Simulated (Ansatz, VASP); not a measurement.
**Two plane-wave programs on Mg2CdSe3**

```
CELL_PARAMETERS angstrom
3.95354 0.00000 0.00000
-1.97677 3.42387 0.00000
0.00000 0.00000 9.68583
ATOMIC_POSITIONS crystal
Mg 0.33333 0.66667 0.66281
Mg 0.66667 0.33333 0.33719
Cd 0.00000 0.00000 0.00000
Se 0.00000 0.00000 0.50000
Se 0.33333 0.66667 0.17581
Se 0.66667 0.33333 0.82419
```

Alike in both runs: functional PBE; k mesh 12 × 12 × 4; occupations gaussian, width 0.02 eV; no spin polarisation.

Ansatz relaxed the structure, and its values are those at the end. VASP's run is a single point on that final structure, the one shown.

|  | VASP | Ansatz |
| --- | --- | --- |
| version | VASP 6.6.1 | Ansatz 0.2.0 |
| potentials or method | VASP PAW PBE potentials, release 64 (Mg, Cd, Se), cutoff 520 eV | scalar-relativistic, plane waves, PAW |
| valence electrons in the cell | 34 | 88 |

Ansatz gave:

```
gap on the k mesh at the Fermi level (eV) : 0.88
least direct gap on the mesh (eV)         : 1.52
pressure (GPa)                            : 0.0
rms of the force components (eV/Å)        : 0.001
```

Which values does VASP return?

gap on the k mesh at the Fermi level (eV): 0.86; least direct gap on the mesh (eV): 1.51; pressure (GPa): 0.0; rms of the force components (eV/Å): 0.013.

VASP's potentials hold 34 valence electrons a cell and Ansatz's 88, so a difference there can come from the potentials and not from the codes.
